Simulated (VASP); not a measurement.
# AlN in VASP: further runs, part 2 of 2

VASP 6.6.1. Earlier steps stand in the parts before.

## 3. Single point, r2SCAN0

Contents of POSCAR:

```
AlN
1.0
    3.1130000000      0.0000000000      0.0000000000
   -1.5565000000      2.6959370820      0.0000000000
    0.0000000000      0.0000000000      4.9810000000
Al N
2 2
Direct
    0.6666666667      0.3333333333      0.5000000000
    0.3333333333      0.6666666667      0.0000000000
    0.6666666667      0.3333333333      0.8800000000
    0.3333333333      0.6666666667      0.3800000000
```

Contents of INCAR.step1:

```
PREC = Accurate
ENCUT = 520
EDIFF = 1E-5
ISMEAR = -1
SIGMA = 0.05
LREAL = False
LASPH = True
NELM = 80
ALGO = Normal
ISIF = 2
LWAVE = True
LCHARG = False
NBANDS = 16
GGA = PE
```

Contents of INCAR.step2:

```
PREC = Accurate
ENCUT = 520
EDIFF = 1E-7
ISMEAR = -1
SIGMA = 0.05
LREAL = False
LASPH = True
NELM = 80
ALGO = Normal
ISIF = 2
LWAVE = False
LCHARG = False
METAGGA = R2SCAN
LHFCALC = True
AEXX = 0.25
LMIXTAU = True
PRECFOCK = Normal
NBANDS = 16
ISTART = 1
```

Contents of KPOINTS:

```
Automatic mesh
0
Gamma
  5 5 3
```

Potentials or basis: VASP PAW PBE potentials, release 64 (Al, N).

On the command line:

```bash
$ cat potpaw_PBE.64/Al/POTCAR potpaw_PBE.64/N/POTCAR > POTCAR
$ cp INCAR.step1 INCAR
$ mpirun -np 1 vasp_std > vasp.out
$ cp INCAR.step2 INCAR
$ mpirun -np 1 vasp_std > vasp.out
```

OUTCAR:

```text
PREC = Accurate
   ENCUT = 520
   EDIFF = 1E-7
   ISMEAR = -1
   LREAL = False
   LASPH = True
   NELM = 80
   ISIF = 2
   METAGGA = R2SCAN
   LHFCALC = True
   AEXX = 0.25
   PRECFOCK = Normal
   ISTART = 1

 ion  position               nearest neighbor table
   1  0.667  0.333  0.500-   3 1.89   4 1.89   4 1.89   4 1.89   2 3.07   2 3.07   2 3.07   2 3.07
                             2 3.07   2 3.07
   2  0.333  0.667  0.000-   4 1.89   3 1.89   3 1.89   3 1.89   1 3.07   1 3.07   1 3.07   1 3.07
                             1 3.07   1 3.07
   3  0.667  0.333  0.880-   1 1.89   2 1.89   2 1.89   2 1.89
[... 386 lines left out ...]
  --------------------------------------------------------------------------------------
  -------------------------------------------------------------------------------------
  Total       -1.2862018     -1.2862018     -0.8396810      0.0000000      0.0000000      0.0000000
  in kB      -49.2962935    -49.2962935    -32.1824805      0.0000000      0.0000000      0.0000000
  external PRESSURE =     -43.5916892 kB  Pullay stress =       0.0000000 kB

 VOLUME and BASIS-vectors are now :
 -----------------------------------------------------------------------------
  energy-cutoff  :      520.00
  volume of cell :       41.80
      direct lattice vectors                 reciprocal lattice vectors
     3.113000000  0.000000000  0.000000000     0.321233537  0.185464269  0.000000000
    -1.556500000  2.695937082  0.000000000     0.000000000  0.370928538  0.000000000
     0.000000000  0.000000000  4.981000000     0.000000000  0.000000000  0.200762899

 POSITION                                       TOTAL-FORCE (eV/Angst)
 -----------------------------------------------------------------------------------
      1.55650      0.89865      2.49050         0.000000      0.000000     -0.126878
     -0.00000      1.79729      0.00000        -0.000000      0.000000     -0.126878
      1.55650      0.89865      4.38328         0.000000     -0.000000      0.126878
     -0.00000      1.79729      1.89278        -0.000000      0.000000      0.126878
 -----------------------------------------------------------------------------------
    total drift:                               -0.000000     -0.000000     -0.018079

  FREE ENERGIE OF THE ION-ELECTRON SYSTEM (eV)
  ---------------------------------------------------
  free  energy   TOTEN  =       -43.2203942443 eV

  energy  without entropy=      -43.2203942442  energy(sigma->0) =      -43.22039424
```

OSZICAR.step1:

```text
N       E                     dE             d eps       ncg     rms          rms(c)
DAV:   1     0.422065349406E+02    0.42207E+02   -0.72128E+03   320   0.885E+02
DAV:   2    -0.310515157275E+02   -0.73258E+02   -0.68365E+02   448   0.191E+02
DAV:   3    -0.344961075122E+02   -0.34446E+01   -0.34378E+01   424   0.420E+01
DAV:   4    -0.345166079462E+02   -0.20500E-01   -0.20499E-01   400   0.368E+00
DAV:   5    -0.345168659410E+02   -0.25799E-03   -0.25799E-03   408   0.423E-01    0.122E+01
DAV:   6    -0.297522947612E+02    0.47646E+01   -0.10704E+01   384   0.237E+01    0.416E+00
DAV:   7    -0.297750072186E+02   -0.22712E-01   -0.67440E-01   344   0.576E+00    0.295E+00
DAV:   8    -0.297678740988E+02    0.71331E-02   -0.61109E-02   352   0.227E+00    0.597E-01
DAV:   9    -0.297627525247E+02    0.51216E-02   -0.12429E-02   408   0.821E-01    0.247E-01
DAV:  10    -0.297633721771E+02   -0.61965E-03   -0.22837E-03   328   0.301E-01    0.132E-01
DAV:  11    -0.297632922165E+02    0.79961E-04   -0.17288E-04   384   0.101E-01    0.333E-02
DAV:  12    -0.297632952225E+02   -0.30060E-05   -0.10898E-05   280   0.270E-02
   1 F= -.29763295E+02 E0= -.29763295E+02  d E =-.148756E-10
```

Run time: 16 min. Hardware: 1 thread of Intel Xeon Platinum 8259CL at 2.50GHz (Skylake/Cascade Lake), shared host; peak memory 0.16 GiB.

What came out:

| Quantity | Value |
| --- | --- |
| Free energy | -43.2204 eV |
| Pressure | -4.4 GPa |
| Largest force | 0.127 eV/Å |
| Band gap on the k mesh | 6.76 eV, direct |

Forces on the atoms (eV/Å):
```
Al   0.000  0.000 -0.127
Al   0.000  0.000 -0.127
N    0.000  0.000  0.127
N    0.000  0.000  0.127
```

Caveat: the k points lie up to 0.47 Å⁻¹ apart; the PAW data sets were made with another functional, which shifts forces and pressure a little.

## 4. Single point, HSE06

POSCAR is that of step 3.

Contents of INCAR.step1:

```
SYSTEM = AlN
ALGO = Normal
EDIFF = 1E-5
ENCUT = 520
GGA = PE
ISIF = 2
ISMEAR = 1
LASPH = .TRUE.
LCHARG = .FALSE.
LREAL = .FALSE.
LWAVE = .TRUE.
NBANDS = 16
NELM = 80
PREC = Accurate
SIGMA = 0.05
```

Contents of INCAR.step2:

```
SYSTEM = AlN
ALGO = Normal
EDIFF = 1E-6
ENCUT = 520
GGA = PE
HFSCREEN = 0.2079
ISIF = 2
ISMEAR = 1
ISTART = 1
LASPH = .TRUE.
LCHARG = .FALSE.
LHFCALC = .TRUE.
LREAL = .FALSE.
LWAVE = .FALSE.
NBANDS = 16
NELM = 80
PREC = Accurate
PRECFOCK = Normal
SIGMA = 0.05
```

Contents of KPOINTS:

```
k-points
0
G
  5 5 3
  0 0 0
```

On the command line:

```bash
$ cat potpaw_PBE.64/Al/POTCAR potpaw_PBE.64/N/POTCAR > POTCAR
$ cp INCAR.step1 INCAR
$ mpirun -np 1 vasp_std > vasp.out
$ cp INCAR.step2 INCAR
$ mpirun -np 1 vasp_std > vasp.out
```

It took 5.2 min on 1 thread of Intel Xeon Platinum 8488C (Sapphire Rapids), shared host; peak memory 0.25 GiB.

The run converged. Its results:

```yaml
Free_energy: -34.8866 eV
Pressure: -1.7 GPa
Largest_force: 0.130 eV/Å
Band_gap_on_the_k_mesh: 5.58 eV, direct
```

Forces in eV/Å, atoms in the order of the input:
```
Al   0.000  0.000 -0.130
Al   0.000  0.000 -0.130
N    0.000  0.000  0.130
N    0.000  0.000  0.130
```

Stress tensor (GPa, compression positive):
```
-2.26  0.00  0.00
 0.00 -2.26  0.00
 0.00  0.00 -0.68
```

Levels at points of the mesh, in eV from the valence-band top:
```tsv
k point	band 6	band 7	band 8	band 9	band 10	band 11
(0.00, 0.00, 0.00)	-0.19	-0.19	0.00	5.58	8.13	12.46
```

Caveat: the k points lie up to 0.47 Å⁻¹ apart; the PAW data sets were made with another functional, which shifts forces and pressure a little.

## 5. Summary

| level | k mesh | cutoff (eV) | smearing | grid for exact exchange (PRECFOCK) | screening parameter | gap on the mesh (eV) | pressure (GPa) | largest force (eV/Å) |
| --- | --- | --- | --- | --- | --- | --- | --- | --- |
| PBEsol | 10 × 10 × 6 | 600 | fermi-dirac 0.05 eV | - | - | 4.17 | 0.8 | 1.39 |
| r2SCAN0 | 5 × 5 × 3 | 520 | fermi-dirac 0.05 eV | Normal | - | 6.76 | -4.4 | 0.13 |
| HSE06 | 5 × 5 × 3 | 520 | methfessel-paxton 0.05 eV | Normal | 0.2079 1/Å | 5.58 | -1.7 | 0.13 |

Some of these runs hold the atoms at other places in the same cell, which the table doesn't show; runs alike in all that it shows share one row.

Alike in all rows: task single point; potentials or basis VASP PAW PBE potentials, release 64 (Al, N); no spin polarisation; cell as given.

Caveats: some runs use coarse meshes; the PAW data sets were made with another functional, which shifts forces and pressure a little.

Absolute energies hang on the potentials; compare differences alone.
